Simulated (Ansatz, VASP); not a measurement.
**C in VASP and in Ansatz**

```xyz
2
Lattice="0.0000 1.7673 1.6047 1.7673 0.0000 1.6047 1.7673 1.7673 0.0000" Properties=species:S:1:pos:R:3 pbc="T T T"
C     1.7673    1.7673    1.6047
C     2.6509    2.6509    2.4071
```

Alike in both runs: task single point; functional PBE; k mesh 12 × 12 × 12; occupations gaussian, width 0.05 eV; no spin polarisation.

|  | VASP | Ansatz |
| --- | --- | --- |
| version | VASP 6.6.1 | Ansatz 0.2.0 |
| potentials or method | VASP PAW PBE potentials, release 64 (C), cutoff 520 eV | scalar-relativistic, plane waves, PAW |
| valence electrons in the cell | 8 | 8 |

```csv
,VASP,Ansatz,Ansatz less VASP
gap on the k mesh at the Fermi level (eV),1.86,1.88,+0.014
least direct gap on the mesh (eV),4.24,4.25,+0.005
```
